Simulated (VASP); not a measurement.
GaN, 2 atoms in the cell. It takes space group F-43m (No. 216, cubic). The conventional cell has a = 4.535 Å, b = 4.535 Å, c = 4.535 Å, α = 90.00°, β = 90.00°, γ = 90.00°. Ga (site symmetry -43m) has 4 N at 1.96 Å within 2.6 Å. Within 2.6 Å of N (site symmetry -43m) lie 4 Ga at 1.96 Å. 

```yaml
Program: VASP 6.6.1
Task: G0W0 quasiparticle levels
Functional: PBE
Potentials_or_basis: VASP PAW PBE potentials, release 64 (Ga_d_GW, N_GW)
Cutoff: 500 eV
k_mesh: 4 × 4 × 4
Occupations: gaussian, width 0.01 eV
Spin: no spin polarisation
Dipole_correction: no
GW_scheme: G0W0
GW_iterations: 1
Cutoff_of_the_response_function: 113.3
Frequency_points: 48
Empty_bands: 108
Further_INCAR_settings: ALGO = EVGW0; EDIFF = 1e-08; NBANDS = 117
```

Potentials or basis: VASP PAW PBE potentials, release 64 (Ga_d_GW, N_GW).

Run with:

```bash
$ cat potpaw_PBE.64/Ga_d_GW/POTCAR potpaw_PBE.64/N_GW/POTCAR > POTCAR
$ cp INCAR.step1 INCAR
$ mpirun -np 1 vasp_std > vasp.out
$ cp INCAR.step2 INCAR
$ mpirun -np 1 vasp_std > vasp.out
$ cp INCAR.step3 INCAR
$ mpirun -np 1 vasp_std > vasp.out
```

Hardware: 1 thread of Intel(R) Xeon(R) Platinum 8559C (Emerald Rapids), on a shared host.

**Question.** How long does it take, and how much memory?

**Answer.** Run time: 50 s on 1 thread of Intel(R) Xeon(R) Platinum 8559C (Emerald Rapids) (shared host), peak memory 0.22 GiB. Counts: k points 8.
